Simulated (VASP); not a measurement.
# Ti (I4/mmm) in VASP: notebook, part 2 of 2

VASP 6.6.1.

## (4) Single point, PBEsol (strain +0.0600 x Voigt [1, 1, 0, 0, 0, 0])

The input, INCAR:

```
  PREC = Accurate
  ENCUT = 520
  EDIFF = 1E-6
  ISMEAR = 0
  SIGMA = 0.15
  LREAL = False
  LASPH = True
  NELM = 80
  ALGO = Fast
  ISIF = 2
  LWAVE = False
  LCHARG = True
  GGA = PS
  LELF = True
  LVHAR = True
  NBANDS = 12
```

The input, KPOINTS:

```
regular mesh
0
Gamma
  20 20 20
```

The input, POSCAR:

```
Ti
1.0
   -1.7394600000      1.7394600000      1.6410000000
    1.7394600000     -1.7394600000      1.6410000000
    1.7394600000      1.7394600000     -1.6410000000
Ti
1
Direct
    0.0000000000      0.0000000000      0.0000000000
```

Potentials or basis: VASP PAW PBE potentials, release 64 (Ti_sv).

Started as:

```sh
$ cat potpaw_PBE.64/Ti_sv/POTCAR > POTCAR
$ mpirun -np 1 vasp_std > vasp.out
```

OUTCAR:

```text
PREC = Accurate
   ENCUT = 520
   EDIFF = 1E-6
   ISMEAR = 0
   LREAL = False
   LASPH = True
   NELM = 80
   ISIF = 2
   GGA = PS

 ion  position               nearest neighbor table
   1  0.000  0.000  0.000-

  LATTYP: Found a body centered tetragonal cell.
 ALAT       =     3.4789200000
 C/A-ratio  =     0.9433962264

  Lattice vectors:

 A1 = (  -1.7394600000,   1.7394600000,   1.6410000000)
 A2 = (   1.7394600000,  -1.7394600000,   1.6410000000)
 A3 = (   1.7394600000,   1.7394600000,  -1.6410000000)

Analysis of symmetry for initial positions (statically):
=====================================================================
 Subroutine PRICEL returns:
 Original cell was already a primitive cell.

 Routine SETGRP: Setting up the symmetry group for a
 body centered tetragonal supercell.

 Subroutine GETGRP returns: Found 16 space group operations
 (whereof 16 operations were pure point group operations)
 out of a pool of 16 trial point group operations.

The static configuration has the point symmetry D_4h.

Analysis of symmetry for dynamics (positions and initial velocities):
=====================================================================
 Subroutine PRICEL returns:
 Original cell was already a primitive cell.

 Routine SETGRP: Setting up the symmetry group for a
 body centered tetragonal supercell.

 Subroutine GETGRP returns: Found 16 space group operations
 (whereof 16 operations were pure point group operations)
 out of a pool of 16 trial point group operations.

The dynamic configuration has the point symmetry D_4h.

 Subroutine INISYM returns: Found 16 space group operations
 (whereof 16 operations are pure point group operations),
 and found     1 'primitive' translations

----------------------------------------------------------------------------------------

                                     Primitive cell

  volume of cell :      19.8608

  direct lattice vectors                    reciprocal lattice vectors
[... 114 lines left out ...]
   LEPSILON=     F    determine dielectric tensor
   LRPA    =     F    only Hartree local field effects (RPA)
 non-spin polarized calculation
 RMM-DIIS sequential band-by-band and
 Gauss-broadening in eV      SIGMA  =   0.15
  energy-cutoff  :      520.00
  volume of cell :       19.86
 maximum number of plane-waves:       558
 NGX is ok and might be reduce to    24
   NGX = 11   NGY = 11   NGZ = 11

 number of electron      12.0000000 magnetization

 Free energy of the ion-electron system (eV)
  ---------------------------------------------------
  ext. energy  EPLUGINS =         0.00000000
  ---------------------------------------------------
  free energy    TOTEN  =        -8.07220996 eV

  energy without entropy =       -8.04071607  energy(sigma->0) =       -8.05646301

 E-fermi :   6.6545     XC(G=0): -11.0079

 val. band max:        6.6537360500   @ k =   0.4000   0.2000   0.0500
 cond. band min:       6.6558455731   @ k =  -0.2000  -0.4500   0.0500
 fundamental gap:      0.0021095231
 Fermi energy:         6.6544845770

 k-point     1 :       0.0000    0.0000    0.0000
  band No.  band energies     occupation
      1     -49.9355      2.00000
      2     -26.0161      2.00000
      3     -26.0095      2.00000
      4     -26.0095      2.00000
      5       1.0100      2.00000
      6       7.2739      0.00000
      7       7.6330      0.00000
      8       7.6330      0.00000
      9       8.7646      0.00000
     10       9.1811      0.00000
     11      22.8051      0.00000
     12      22.8051      0.00000
[... 331 lines left out ...]
 k-point    24 :      -0.3500    0.0500    0.0000
  band No.  band energies     occupation
      1     -49.8782      2.00000
      2     -26.3310      2.00000
      3     -26.1180      2.00000
      4     -26.0238      2.00000
      5       3.6676      2.00000
      6       6.5255      1.77603
      7       6.9063      0.01760
      8       8.9365      0.00000
      9       9.1330      0.00000
     10       9.3796      0.00000
     11      17.1956      0.00000
     12      19.9940      0.00000

 [... further k-points ...]

------------------------ aborting loop because EDIFF is reached ----------------------------------------

  FORCE on cell =-STRESS in cart. coord.  units (eV):
  Direction    XX          YY          ZZ          XY          YZ          ZX
  --------------------------------------------------------------------------------------
  -------------------------------------------------------------------------------------
  Total       -1.9060465     -1.9060465     -2.1255500      0.0000000      0.0000000      0.0000000
  in kB     -153.7611506   -153.7611506   -171.4685399      0.0000000      0.0000000      0.0000000
  external PRESSURE =    -159.6636137 kB  Pullay stress =       0.0000000 kB

 VOLUME and BASIS-vectors are now :
 -----------------------------------------------------------------------------
  energy-cutoff  :      520.00
  volume of cell :       19.86
      direct lattice vectors                 reciprocal lattice vectors
    -1.739460000  1.739460000  1.641000000     0.000000000  0.287445529  0.304692261
     1.739460000 -1.739460000  1.641000000     0.287445529  0.000000000  0.304692261
     1.739460000  1.739460000 -1.641000000     0.287445529  0.287445529  0.000000000

 POSITION                                       TOTAL-FORCE (eV/Angst)
 -----------------------------------------------------------------------------------
      0.00000      0.00000      0.00000        -0.000000      0.000000     -0.000000
 -----------------------------------------------------------------------------------
    total drift:                               -0.000000     -0.000000     -0.000000

  FREE ENERGIE OF THE ION-ELECTRON SYSTEM (eV)
  ---------------------------------------------------
  free  energy   TOTEN  =        -8.0722099599 eV

  energy  without entropy=       -8.0407160667  energy(sigma->0) =       -8.05646301
```

OSZICAR:

```text
N       E                     dE             d eps       ncg     rms          rms(c)
DAV:   1     0.861151201401E+02    0.86115E+02   -0.64837E+03 15400   0.116E+03
DAV:   2    -0.494196113742E+01   -0.91057E+02   -0.88819E+02 15692   0.293E+02
DAV:   3    -0.940709013582E+01   -0.44651E+01   -0.44040E+01 21868   0.656E+01
[... 13 lines left out ...]
RMM:  17    -0.807220385577E+01   -0.37516E-05   -0.35179E-05 17942   0.269E-02    0.726E-02
RMM:  18    -0.807220659150E+01   -0.27357E-05   -0.19014E-05 17574   0.201E-02    0.774E-02
RMM:  19    -0.807220740935E+01   -0.81785E-06   -0.11905E-05 15717   0.138E-02    0.770E-02
RMM:  20    -0.807220930504E+01   -0.18957E-05   -0.67786E-06 15286   0.127E-02    0.809E-02
RMM:  21    -0.807220995986E+01   -0.65482E-06   -0.47692E-06 11935   0.821E-03
   1 F= -.80722100E+01 E0= -.80564630E+01  d E =-.314939E-01
```

Run time: 1.9 min. Hardware: 1 thread of AMD EPYC 9R45 (Zen 5), shared host; peak memory 0.23 GiB.

Results:

```yaml
Free_energy: -8.0722 eV
Pressure: -16.0 GPa
Band_gap_on_the_k_mesh: zero (bands 6 and 7 overlap by 1.43 eV)
```

Caveat: the cell differs from its parent crystal (strain +0.0600 x Voigt [1, 1, 0, 0, 0, 0]); the cell stands under tension; the PAW data sets were made with another functional, which shifts forces and pressure a little.

## (5) Overview

| cell | further INCAR settings | gap on the mesh (eV) | pressure (GPa) |
| --- | --- | --- | --- |
| a = 2.928 Å, angles 108.3, 108.3, 111.8°, 1 atom | ALGO = Fast; EDIFF = 1e-06; NBANDS = 12 | none | -13.4 |
| a = 2.943 Å, angles 108.1, 108.1, 112.2°, 1 atom | ALGO = Fast; EDIFF = 1e-07; NBANDS = 12 | none | -14.2 |
| a = 2.957 Å, angles 107.9, 107.9, 112.6°, 1 atom | ALGO = Fast; EDIFF = 1e-06; NBANDS = 12 | none | -16.0 |

Alike in all rows: task single point; level PBEsol; potentials or basis VASP PAW PBE potentials, release 64 (Ti_sv); no spin polarisation; k mesh 20 × 20 × 20; cutoff (eV) 520; smearing gaussian 0.15 eV.

Caveats: the cell stands under tension; the PAW data sets were made with another functional, which shifts forces and pressure a little.

Total energies depend on the potentials used, so only differences within one code and one set of settings carry meaning.
